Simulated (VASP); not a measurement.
Runs of VASP 6.6.1 on SrCl2. The structure is that of space group Fm-3m (No. 225), or close to it. The cells are those of the table. 

```tsv
task	cell	gap on the mesh (eV)	pressure (GPa)
relaxation of cell and atoms	relaxed to 30 GPa from a = 4.936 Å, angles 60.0°, 3 atoms	(a)	30.0
single point	a = 4.576 Å, angles 60.0°, 3 atoms	5.28	15.3
single point	a = 4.977 Å, angles 60.0°, 3 atoms	(b)	0.1
relaxation of cell and atoms	relaxed to 15 GPa from a = 4.936 Å, angles 60.0°, 3 atoms	5.29	15.0
relaxation of cell and atoms	relaxed to 45 GPa from a = 4.936 Å, angles 60.0°, 3 atoms	4.85	45.1
```

Alike in all rows: level PBE; potentials or basis VASP PAW PBE potentials, release 64 (Sr_sv, Cl); no spin polarisation; k mesh 6 × 6 × 6; cutoff (eV) 500; smearing gaussian 0.01 eV.

Estimate the missing entries.

(a) 5.05; (b) 5.24.

Caveats: the cell is relaxed towards a set pressure, so the run minimises the enthalpy, not the energy (at least some runs); the cell stands under pressure (at least some runs).

A k mesh can miss the band edges, and the runs leave out spin-orbit coupling on Sr.
